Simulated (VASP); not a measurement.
# SnO in VASP: single point with PBE+D3(BJ)

Aim: the single point of SnO with PBE+D3(BJ).

All numbers are computed with VASP 6.6.1; they aren't measurements. Logs are shortened: lines on timing, memory, paths and dates and some standing lists are left out, and cuts for length are marked.

### Step 1. The cell of the first run

The cell holds a slab with vacuum, 8 atoms: a = 3.820 Å, b = 3.820 Å, c = 22.226 Å, α = 90.00°, β = 90.00°, γ = 90.00°.

### Step 2. Single point, PBE+D3(BJ)

Input file INCAR:

```
PREC = Accurate
ENCUT = 520
EDIFF = 1E-6
ISMEAR = 0
SIGMA = 0.05
LREAL = F
LASPH = T
NELM = 80
ALGO = Normal
ISIF = 2
LWAVE = F
LCHARG = F
LDIPOL = T
IDIPOL = 3
DIPOL = 0.5 0.5 0.403
GGA = PE
IVDW = 12
NBANDS = 50
```

Input file KPOINTS:

```
Automatic mesh
0
Gamma
  7 7 1
```

Input file POSCAR:

```
SnO
1.0
    3.8201708766      0.0000000000      0.0000000000
    0.0000000000      3.8201708766      0.0000000000
    0.0000000000      0.0000000000     22.2260720666
Sn O
4 4
Direct
    0.5000000000      0.0000000000      0.2024649244
    0.0000000000      0.5000000000      0.3087831270
    0.0000000000      0.5000000000      0.4977503897
    0.5000000000      0.0000000000      0.6040685923
    0.0000000000      0.0000000000      0.2556240257
    0.5000000000      0.5000000000      0.2556240257
    0.5000000000      0.5000000000      0.5509094910
    0.0000000000      0.0000000000      0.5509094910
```

Potentials or basis: VASP PAW PBE potentials, release 64 (Sn_d, O).

Run with:

```sh
$ cat potpaw_PBE.64/Sn_d/POTCAR potpaw_PBE.64/O/POTCAR > POTCAR
$ mpirun -np 1 vasp_std > vasp.out
```

OUTCAR:

```text
PREC = Accurate
   ENCUT = 520
   EDIFF = 1E-6
   ISMEAR = 0
   LREAL = F
   LASPH = T
   NELM = 80
   ISIF = 2
   GGA = PE
   IVDW = 12
 IVDW          = 12

 ion  position               nearest neighbor table
   1  0.500  0.000  0.202-   5 2.25   6 2.25   6 2.25   5 2.25   2 3.59   2 3.59   2 3.59   2 3.59

   2  0.000  0.500  0.309-   5 2.25   6 2.25   5 2.25   6 2.25   1 3.59   1 3.59   1 3.59   1 3.59

   3  0.000  0.500  0.498-   7 2.25   8 2.25   8 2.25   7 2.25   4 3.59   4 3.59   4 3.59   4 3.59

   4  0.500  0.000  0.604-   7 2.25   8 2.25   7 2.25   8 2.25   3 3.59   3 3.59   3 3.59   3 3.59

   5  0.000  0.000  0.256-   2 2.25   2 2.25   1 2.25   1 2.25
   6  0.500  0.500  0.256-   2 2.25   2 2.25   1 2.25   1 2.25
   7  0.500  0.500  0.551-   3 2.25   3 2.25   4 2.25   4 2.25
   8  0.000  0.000  0.551-   3 2.25   3 2.25   4 2.25   4 2.25

  LATTYP: Found a simple tetragonal cell.
 ALAT       =     3.8201708766
 C/A-ratio  =     5.8180832179

  Lattice vectors:

 A1 = (   3.8201708766,   0.0000000000,   0.0000000000)
 A2 = (   0.0000000000,   3.8201708766,   0.0000000000)
 A3 = (   0.0000000000,   0.0000000000,  22.2260720666)

Analysis of symmetry for initial positions (statically):
=====================================================================
 Subroutine PRICEL returns:
 Original cell was already a primitive cell.

 Routine SETGRP: Setting up the symmetry group for a
 simple tetragonal supercell.

 Subroutine GETGRP returns: Found 16 space group operations
 (whereof  4 operations were pure point group operations)
 out of a pool of 16 trial point group operations.

The static configuration has the point symmetry C_2v.
 The point group associated with its full space group is D_4h.

Analysis of symmetry for dynamics (positions and initial velocities):
=====================================================================
 Subroutine PRICEL returns:
 Original cell was already a primitive cell.

 Routine SETGRP: Setting up the symmetry group for a
 simple tetragonal supercell.

 Subroutine GETGRP returns: Found 16 space group operations
 (whereof  4 operations were pure point group operations)
 out of a pool of 16 trial point group operations.

The dynamic configuration has the point symmetry C_2v.
 The point group associated with its full space group is D_4h.

 Subroutine INISYM returns: Found 16 space group operations
 (whereof  4 operations are pure point group operations),
 and found     1 'primitive' translations

----------------------------------------------------------------------------------------

                                     Primitive cell

  volume of cell :     324.3608

  direct lattice vectors                    reciprocal lattice vectors
     3.820170877  0.000000000  0.000000000     0.261768395  0.000000000  0.000000000
     0.000000000  3.820170877  0.000000000     0.000000000  0.261768395  0.000000000
     0.000000000  0.000000000 22.226072067     0.000000000  0.000000000  0.044992205

  length of vectors
     3.820170877  3.820170877 22.226072067     0.261768395  0.261768395  0.044992205

  position of ions in fractional coordinates (direct lattice)
     0.500000000  0.000000000  0.202464924
     0.000000000  0.500000000  0.308783127
     0.000000000  0.500000000  0.497750390
     0.500000000  0.000000000  0.604068592
     0.000000000  0.000000000  0.255624026
     0.500000000  0.500000000  0.255624026
     0.500000000  0.500000000  0.550909491
     0.000000000  0.000000000  0.550909491

  ion indices of the primitive-cell ions
   primitive index   ion index
                 1           1
                 2           2
                 3           3
                 4           4
                 5           5
                 6           6
                 7           7
                 8           8

----------------------------------------------------------------------------------------

 KPOINTS: Automatic mesh

Automatic generation of k-mesh.
 Grid dimensions read from file:
 generate k-points for:    7    7    1

 Generating k-lattice:

  Cartesian coordinates                     Fractional coordinates (reciprocal lattice)
     0.037395485  0.000000000  0.000000000     0.142857143  0.000000000  0.000000000
     0.000000000  0.037395485  0.000000000     0.000000000  0.142857143  0.000000000
     0.000000000  0.000000000  0.044992205     0.000000000  0.000000000  1.000000000

  Length of vectors
     0.037395485  0.037395485  0.044992205

  Shift w.r.t. Gamma in fractional coordinates (k-lattice)
     0.000000000  0.000000000  0.000000000

 Subroutine IBZKPT returns following result:
 ===========================================

 Found     10 irreducible k-points:

 Following reciprocal coordinates:
            Coordinates               Weight
  0.000000  0.000000  0.000000      1.000000
  0.142857  0.000000  0.000000      4.000000
  0.285714  0.000000  0.000000      4.000000
  0.428571  0.000000  0.000000      4.000000
  0.142857  0.142857  0.000000      4.000000
  0.285714  0.142857  0.000000      8.000000
  0.428571  0.142857  0.000000      8.000000
  0.285714  0.285714  0.000000      4.000000
  0.428571  0.285714  0.000000      8.000000
  0.428571  0.428571  0.000000      4.000000
   k-points           NKPTS =     10   k-points in BZ     NKDIM =     10   number of bands    NBANDS=     50
   number of dos      NEDOS =    301   number of ions     NIONS =      8
   total plane-waves  NPLWV = 131712
   dimension x,y,z NGX =    28 NGY =   28 NGZ =  168
   dimension x,y,z NGXF=    56 NGYF=   56 NGZF=  336
   ions per type =               4   4
   NGX,Y,Z   is equivalent  to a cutoff of  12.19, 12.19, 12.57 a.u.
   NGXF,Y,Z  is equivalent  to a cutoff of  24.37, 24.37, 25.13 a.u.
 SYSTEM =  unknown system
   PREC   = accura    normal or accurate (medium, high low for compatibility)
   ISTART =      0    job   : 0-new  1-cont  2-samecut
   ICHARG =      2    charge: 1-file 2-atom 10-const
   ISPIN  =      1    spin polarized calculation?
   LNONCOLLINEAR =      F non collinear calculations
   LSORBIT =      F    spin-orbit coupling
   LASPH  =      T    aspherical Exc in radial PAW
   ENCUT  =  520.0 eV  38.22 Ry    6.18 a.u.   7.10  7.10 41.33*2*pi/ulx,y,z
   NELM   =     80;   NELMIN=  2; NELMDL= -5     # of ELM steps
   EDIFF  = 0.1E-05   stopping-criterion for ELM
   LREAL  =      F    real-space projection
   EDIFFG = 0.1E-04   stopping-criterion for IOM
   NSW    =      0    number of steps for IOM
   IBRION =     -1    ionic relax: 0-MD 1-quasi-New 2-CG
   NFREE  =      0    steps in history (QN), initial steepest desc. (CG)
   ISIF   =      2    stress and relaxation
   ISYM   =      2    0-nonsym 1-usesym 2-fastsym
   POTIM  = 0.5000    time-step for ionic-motion
   TEBEG  =    0.0;   TEEND  =   0.0 temperature during run
   PSTRESS=    0.0 pullay stress
   NELECT =      80.0000    total number of electrons
   NUPDOWN=      -1.0000    fix difference up-down
   EMIN   =  10.00;   EMAX   =-10.00  energy-range for DOS
   EFERMI =   0.00;   METHOD = LEGACY
   ISMEAR =     0;   SIGMA  =   0.05  broadening in eV -4-tet -1-fermi 0-gaus
   EFERMI_NEDOS =   21; number of points for ismear=-14 and -15
   IALGO  =     38    algorithm
   IMIX   =      4    mixing-type and parameters
     AMIX     =   0.40;   BMIX     =  1.00
     AMIX_MAG =   1.60;   BMIX_MAG =  1.00
  volume/ion in A,a.u.               =      40.55       273.61
  Fermi-wavevector in a.u.,A,eV,Ry     =   1.026665  1.940115 14.341097  1.054041
  Thomas-Fermi vector in A             =   2.160570
   LORBIT       =      0    0 simple, 1 ext, 2 COOP (PROOUT), +10 PAW based schemes
   GGA     = PE    functional components
   LHFCALC =     F    Hartree Fock is set to
   AEXX    =    0.0000 exact exchange contribution
   IVDW    =    12    specifies the selected vdW correction
   LEPSILON=     F    determine dielectric tensor
   LRPA    =     F    only Hartree local field effects (RPA)
 non-spin polarized calculation
 Gauss-broadening in eV      SIGMA  =   0.05
  energy-cutoff  :      520.00
  volume of cell :      324.36
 maximum number of plane-waves:      8769
   NGX = 15   NGY = 15   NGZ = 83

 dipolmoment           0.000000      0.000000      0.000152 electrons x Angstroem

 number of electron      79.9999970 magnetization

 dipolmoment           0.000000      0.000000     -0.000003 electrons x Angstroem

 Free energy of the ion-electron system (eV)
  ---------------------------------------------------
  ext. energy  EPLUGINS =         0.00000000
  ---------------------------------------------------
  free energy    TOTEN  =       -45.11488726 eV

  energy without entropy =      -45.11488726  energy(sigma->0) =      -45.11488726

 E-fermi :   0.0858     XC(G=0):  -5.3077

 val. band max:       -0.1652453297   @ k =   0.1429   0.1429   0.0000
 cond. band min:       2.2328181136   @ k =   0.4286   0.0000   0.0000
 fundamental gap:      2.3980634432
 Fermi energy:         0.0858464640

 k-point     1 :       0.0000    0.0000    0.0000
  band No.  band energies     occupation
      1     -21.0382      2.00000
      2     -21.0381      2.00000
      3     -20.6776      2.00000
      4     -20.6775      2.00000
      5     -20.6409      2.00000
      6     -20.6409      2.00000
[... 42 lines left out ...]
     49       5.2401      0.00000
     50       5.2401      0.00000

 k-point     2 :       0.1429    0.0000    0.0000
  band No.  band energies     occupation
      1     -21.0293      2.00000
      2     -21.0292      2.00000
      3     -20.6784      2.00000
      4     -20.6781      2.00000
      5     -20.6426      2.00000
      6     -20.6419      2.00000
[... 42 lines left out ...]
     49       5.4175      0.00000
     50       5.5200      0.00000

 k-point     3 :       0.2857    0.0000    0.0000
  band No.  band energies     occupation
      1     -21.0044      2.00000
      2     -21.0042      2.00000
      3     -20.7753      2.00000
      4     -20.7747      2.00000
      5     -20.6466      2.00000
      6     -20.6461      2.00000
[... 42 lines left out ...]
     49       5.6323      0.00000
     50       5.7076      0.00000

 k-point     4 :       0.4286    0.0000    0.0000
  band No.  band energies     occupation
      1     -20.9608      2.00000
      2     -20.9605      2.00000
      3     -20.8862      2.00000
      4     -20.8857      2.00000
      5     -20.6494      2.00000
      6     -20.6490      2.00000
[... 42 lines left out ...]
     49       6.3603      0.00000
     50       6.5945      0.00000

 k-point     5 :       0.1429    0.1429    0.0000
  band No.  band energies     occupation
      1     -21.0217      2.00000
      2     -21.0216      2.00000
      3     -20.6914      2.00000
      4     -20.6906      2.00000
      5     -20.6648      2.00000
      6     -20.6647      2.00000
[... 42 lines left out ...]
     49       5.2735      0.00000
     50       5.5645      0.00000

 k-point     6 :       0.2857    0.1429    0.0000
  band No.  band energies     occupation
      1     -21.0010      2.00000
      2     -21.0008      2.00000
      3     -20.7994      2.00000
      4     -20.7987      2.00000
      5     -20.6476      2.00000
      6     -20.6474      2.00000
[... 42 lines left out ...]
     49       5.4757      0.00000
     50       5.6314      0.00000

 k-point     7 :       0.4286    0.1429    0.0000
  band No.  band energies     occupation
      1     -20.9640      2.00000
      2     -20.9636      2.00000
      3     -20.8984      2.00000
      4     -20.8979      2.00000
      5     -20.6475      2.00000
      6     -20.6471      2.00000
[... 42 lines left out ...]
     49       6.0328      0.00000
     50       6.1471      0.00000

 k-point     8 :       0.2857    0.2857    0.0000
  band No.  band energies     occupation
      1     -20.9925      2.00000
      2     -20.9921      2.00000
      3     -20.8651      2.00000
      4     -20.8644      2.00000
      5     -20.6403      2.00000
      6     -20.6399      2.00000
[... 42 lines left out ...]
     49       5.3253      0.00000
     50       5.7104      0.00000

 k-point     9 :       0.4286    0.2857    0.0000
  band No.  band energies     occupation
      1     -20.9739      2.00000
      2     -20.9733      2.00000
      3     -20.9320      2.00000
      4     -20.9313      2.00000
      5     -20.6428      2.00000
      6     -20.6425      2.00000
[... 42 lines left out ...]
     49       5.6391      0.00000
     50       6.1231      0.00000

 k-point    10 :       0.4286    0.4286    0.0000
  band No.  band energies     occupation
      1     -20.9798      2.00000
      2     -20.9792      2.00000
      3     -20.9660      2.00000
      4     -20.9653      2.00000
      5     -20.6445      2.00000
      6     -20.6443      2.00000
[... 42 lines left out ...]
     49       5.8995      0.00000
     50       5.9962      0.00000

------------------------ aborting loop because EDIFF is reached ----------------------------------------

 vacuum level on the upper side and lower side of the slab       (xc-potential included)        -0.145        -0.147

 Edisp (eV)   -1.23640

 E8    (eV) :    -0.5462

  FORCE on cell =-STRESS in cart. coord.  units (eV):
  Direction    XX          YY          ZZ          XY          YZ          ZX
  --------------------------------------------------------------------------------------
  -------------------------------------------------------------------------------------
  Total       0.26493     0.26493     0.59375     0.00000     0.00000     0.00000
  in kB       1.30862     1.30862     2.93281     0.00000     0.00000     0.00000
  external pressure =        1.85 kB  Pullay stress =        0.00 kB

 VOLUME and BASIS-vectors are now :
 -----------------------------------------------------------------------------
  energy-cutoff  :      520.00
  volume of cell :      324.36
      direct lattice vectors                 reciprocal lattice vectors
     3.820170877  0.000000000  0.000000000     0.261768395  0.000000000  0.000000000
     0.000000000  3.820170877  0.000000000     0.000000000  0.261768395  0.000000000
     0.000000000  0.000000000 22.226072067     0.000000000  0.000000000  0.044992205

 POSITION                                       TOTAL-FORCE (eV/Angst)
 -----------------------------------------------------------------------------------
      1.91009      0.00000      4.50000        -0.000000     -0.000000     -0.085341
      0.00000      1.91009      6.86304         0.000000      0.000000      0.014262
      0.00000      1.91009     11.06304         0.000000      0.000000     -0.014262
      1.91009      0.00000     13.42607        -0.000000      0.000000      0.085341
      0.00000      0.00000      5.68152         0.000000      0.000000     -0.003745
      1.91009      1.91009      5.68152         0.000000      0.000000     -0.003745
      1.91009      1.91009     12.24455         0.000000     -0.000000      0.003745
      0.00000      0.00000     12.24455         0.000000      0.000000      0.003745
 -----------------------------------------------------------------------------------
    total drift:                                0.000000      0.000000     -0.000121

  FREE ENERGIE OF THE ION-ELECTRON SYSTEM (eV)
  ---------------------------------------------------
  free  energy   TOTEN  =       -46.3512911709 eV

  energy  without entropy=      -46.3512911709  energy(sigma->0) =      -46.35129117

 vacuum level on the upper side and lower side of the slab         4.806         4.808
```

Wall time 3.2 min (1 thread of Intel Xeon Platinum 8488C (Sapphire Rapids), shared host); peak memory 0.39 GiB.

What came out:

```yaml
Free_energy: -46.3513 eV
Largest_force: 0.085 eV/Å
Band_gap_on_the_k_mesh: 2.40 eV (least direct gap 2.54 eV)
Dispersion_energy_per_atom: -0.155 eV
```

Forces on the atoms (eV/Å):
```
Sn   0.000  0.000 -0.085
Sn   0.000  0.000  0.014
Sn   0.000  0.000 -0.014
Sn   0.000  0.000  0.085
O    0.000  0.000 -0.004
O    0.000  0.000 -0.004
O    0.000  0.000  0.004
O    0.000  0.000  0.004
```

Caveat: spin-orbit coupling is left out, which moves the levels of the heavy elements.
